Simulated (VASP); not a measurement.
# GaAs (zinc blende type) (F-43m) in VASP: settings compared, part 2 of 2

VASP 6.6.1. Earlier steps stand in the parts before.

### 4 Single point, HSE06

POSCAR

```
GaAs
1.0
    0.0000000000      2.8750000000      2.8750000000
    2.8750000000      0.0000000000      2.8750000000
    2.8750000000      2.8750000000      0.0000000000
Ga As
1 1
Direct
    0.0000000000      0.0000000000      0.0000000000
    0.2500000000      0.2500000000      0.2500000000
```

INCAR.step1

```
SYSTEM = GaAs
PREC     = Accurate       ! precision mode
ENCUT    = 400            ! plane-wave cutoff, eV
EDIFF    = 1E-5           ! SCF threshold, eV
ISMEAR   = -1             ! smearing method
SIGMA    = 0.02           ! smearing width, eV
LREAL    = .FALSE.        ! projectors in reciprocal space
LASPH    = .TRUE.         ! aspherical terms in the spheres
NELM     = 120            ! most SCF steps
ALGO     = Normal         ! electronic algorithm
ISIF     = 2              ! what is computed and relaxed
LWAVE    = .TRUE.         ! write WAVECAR
GGA      = PE             ! functional
NBANDS   = 16             ! bands
GGA_COMPAT= .FALSE.
```

INCAR.step2

```
SYSTEM = GaAs
PREC     = Accurate       ! precision mode
ENCUT    = 400            ! plane-wave cutoff, eV
EDIFF    = 1E-6           ! SCF threshold, eV
ISMEAR   = -1             ! smearing method
SIGMA    = 0.02           ! smearing width, eV
LREAL    = .FALSE.        ! projectors in reciprocal space
LASPH    = .TRUE.         ! aspherical terms in the spheres
NELM     = 120            ! most SCF steps
ALGO     = Normal         ! electronic algorithm
ISIF     = 2              ! what is computed and relaxed
LWAVE    = .FALSE.        ! write WAVECAR
LCHARG   = .TRUE.         ! write CHGCAR
GGA      = PE             ! functional
LHFCALC  = .TRUE.         ! exact exchange
HFSCREEN = 0.2079         ! screening, 1/A
PRECFOCK = Normal       
LELF     = .TRUE.         ! ELF
LVHAR    = .TRUE.       
ISTART   = 1            
NBANDS   = 16             ! bands
GGA_COMPAT= .FALSE.
```

KPOINTS

```
Automatic mesh
0
G
  2 2 2
  0 0 0
```

Potentials or basis: VASP PAW PBE potentials, release 64 (Ga_d, As).

Launch:

```bash
cat potpaw_PBE.64/Ga_d/POTCAR potpaw_PBE.64/As/POTCAR > POTCAR
cp INCAR.step1 INCAR
mpirun -np 1 vasp_std > vasp.out
cp INCAR.step2 INCAR
mpirun -np 1 vasp_std > vasp.out
```

OUTCAR:

```text
SYSTEM = GaAs
   PREC = Accurate
   ENCUT = 400
   EDIFF = 1E-6
   ISMEAR = -1
   LREAL = .FALSE.
   LASPH = .TRUE.
   NELM = 120
   ISIF = 2
   GGA = PE
   LHFCALC = .TRUE.
   HFSCREEN = 0.2079
   PRECFOCK = Normal
   ISTART = 1

 ion  position               nearest neighbor table
   1  0.000  0.000  0.000-   2 2.49   2 2.49   2 2.49   2 2.49
   2  0.250  0.250  0.250-   1 2.49   1 2.49   1 2.49   1 2.49

  LATTYP: Found a face centered cubic cell.
 ALAT       =     5.7500000000

  Lattice vectors:

 A1 = (   0.0000000000,   2.8750000000,   2.8750000000)
 A2 = (   2.8750000000,   0.0000000000,   2.8750000000)
 A3 = (   2.8750000000,   2.8750000000,   0.0000000000)

Analysis of symmetry for initial positions (statically):
=====================================================================
 Subroutine PRICEL returns:
 Original cell was already a primitive cell.

 Routine SETGRP: Setting up the symmetry group for a
 face centered cubic supercell.

 Subroutine GETGRP returns: Found 24 space group operations
 (whereof 24 operations were pure point group operations)
 out of a pool of 48 trial point group operations.

The static configuration has the point symmetry T_d .

Analysis of symmetry for dynamics (positions and initial velocities):
=====================================================================
 Subroutine PRICEL returns:
 Original cell was already a primitive cell.

 Routine SETGRP: Setting up the symmetry group for a
 face centered cubic supercell.

 Subroutine GETGRP returns: Found 24 space group operations
 (whereof 24 operations were pure point group operations)
 out of a pool of 48 trial point group operations.

The dynamic configuration has the point symmetry T_d .

 Subroutine INISYM returns: Found 24 space group operations
 (whereof 24 operations are pure point group operations),
 and found     1 'primitive' translations
[... 96 lines left out ...]
  Thomas-Fermi vector in A             =   2.320667
   LORBIT       =      0    0 simple, 1 ext, 2 COOP (PROOUT), +10 PAW based schemes
   GGA     = PE    functional components
   LHFCALC =     T    Hartree Fock is set to
   PRECFOCK=normal    Normal, Fast or Accurate (Low or Medium for compatibility)
   ENCUT4O =  -1.0   cutoff for four orbital integrals eV
   NKREDX  =     1    reduce k-point grid by
   NKREDY  =     1    reduce k-point grid by
   NKREDZ  =     1    reduce k-point grid by
   AEXX    =    0.2500 exact exchange contribution
   HFSCREEN=    0.2079 screening length (either q_TF or 0.3 A-1)
   HFSCREENC=   0.2079 screening length for correlation (either q_TF or 0.3 A-1)
   ENCUTFOCK=  -1.0 apply spherical cutoff to Coloumb kernel
   IVDW    =     0    specifies the selected vdW correction
   LEPSILON=     F    determine dielectric tensor
   LRPA    =     F    only Hartree local field effects (RPA)
 non-spin polarized calculation
  energy-cutoff  :      400.00
  volume of cell :       47.53
 maximum number of plane-waves:       869
 NGX is ok and might be reduce to    28
  NGX = 20; NGY = 20; NGZ = 20

 number of electron      18.0000017 magnetization

 Free energy of the ion-electron system (eV)
  ---------------------------------------------------
  ext. energy  EPLUGINS =         0.00000000
  ---------------------------------------------------
  free energy    TOTEN  =        -7.74559866 eV

  energy without entropy =       -7.74559866  energy(sigma->0) =       -7.74559866

 E-fermi :   3.6338     XC(G=0):  -7.6143

 val. band max:        3.1531202063   @ k =   0.0000   0.0000   0.0000
 cond. band min:       4.5514629073   @ k =   0.0000   0.0000   0.0000
 fundamental gap:      1.3983427009
 Fermi energy:         3.6338495691

 k-point     1 :       0.0000    0.0000    0.0000
  band No.  band energies     occupation
      1     -14.3109      2.00000
      2     -14.3109      2.00000
      3     -14.3109      2.00000
      4     -14.2416      2.00000
      5     -14.2416      2.00000
      6     -10.1743      2.00000
[... 34 lines left out ...]
      3     -14.2744      2.00000
      4     -14.2571      2.00000
      5     -14.2317      2.00000
      6      -7.6039      2.00000
[... 8 lines left out ...]
     15      17.3422      0.00000
     16      17.4333      0.00000

------------------------ aborting loop because EDIFF is reached ----------------------------------------

  FORCE on cell =-STRESS in cart. coord.  units (eV):
  Direction    XX          YY          ZZ          XY          YZ          ZX
  --------------------------------------------------------------------------------------
  -------------------------------------------------------------------------------------
  Total        0.6063465      0.6063465      0.6063465      0.0000000     -0.0000000      0.0000000
  in kB       20.4403291     20.4403291     20.4403291      0.0000000     -0.0000000      0.0000000
  external PRESSURE =      20.4403291 kB  Pullay stress =       0.0000000 kB

 VOLUME and BASIS-vectors are now :
 -----------------------------------------------------------------------------
  energy-cutoff  :      400.00
  volume of cell :       47.53
      direct lattice vectors                 reciprocal lattice vectors
     0.000000000  2.875000000  2.875000000    -0.173913043  0.173913043  0.173913043
     2.875000000  0.000000000  2.875000000     0.173913043 -0.173913043  0.173913043
     2.875000000  2.875000000  0.000000000     0.173913043  0.173913043 -0.173913043

 POSITION                                       TOTAL-FORCE (eV/Angst)
 -----------------------------------------------------------------------------------
      0.00000      0.00000      0.00000        -0.000000     -0.000000     -0.000000
      1.43750      1.43750      1.43750         0.000000      0.000000      0.000000
 -----------------------------------------------------------------------------------
    total drift:                                0.000159      0.000071      0.000050

  FREE ENERGIE OF THE ION-ELECTRON SYSTEM (eV)
  ---------------------------------------------------
  free  energy   TOTEN  =        -7.7455986564 eV

  energy  without entropy=       -7.7455986564  energy(sigma->0) =       -7.74559866
```

OUTCAR.step1:

```text
SYSTEM = GaAs
   PREC = Accurate
   ENCUT = 400
   EDIFF = 1E-5
   ISMEAR = -1
   LREAL = .FALSE.
[... 255 lines left out ...]
      0.00000      0.00000      0.00000         0.000000      0.000000      0.000000
      1.43750      1.43750      1.43750        -0.000000     -0.000000     -0.000000
 -----------------------------------------------------------------------------------
    total drift:                                0.000001      0.000001      0.000001

  FREE ENERGIE OF THE ION-ELECTRON SYSTEM (eV)
  ---------------------------------------------------
  free  energy   TOTEN  =        -5.9215214023 eV

  energy  without entropy=       -5.9145043134  energy(sigma->0) =       -5.91801286
```

Wall time 26 s (1 thread of Intel Xeon Platinum 8375C at 2.90GHz (Ice Lake), shared host); peak memory 0.25 GiB.

What came out:

```yaml
Free_energy: -7.7456 eV
Pressure: 2.0 GPa
Band_gap_on_the_k_mesh: 1.40 eV, direct
```

Caveat: the k points lie up to 0.95 Å⁻¹ apart; the PAW data sets were made with another functional, which shifts forces and pressure a little.

### 5 The runs side by side

| level | k mesh | cutoff (eV) | smearing | grid for exact exchange (PRECFOCK) | screening parameter | gap on the mesh (eV) | pressure (GPa) |
| --- | --- | --- | --- | --- | --- | --- | --- |
| r2SCAN | 6 × 6 × 6 | 550 | fermi-dirac 0.02 eV | - | - | 0.59 | -2.8 |
| PBE | 8 × 8 × 8 | 500 | fermi-dirac 0.1 eV | - | - | - | 0.0 |
| HSE06 | 2 × 2 × 2 | 400 | fermi-dirac 0.02 eV | Normal | 0.2079 1/Å | 1.40 | 2.0 |

Alike in all rows: task single point; potentials or basis VASP PAW PBE potentials, release 64 (Ga_d, As); no spin polarisation; cell as given.

Caveats: some runs use coarse meshes; the PAW data sets were made with another functional, which shifts forces and pressure a little (some runs).

Absolute energies hang on the potentials; compare differences alone.
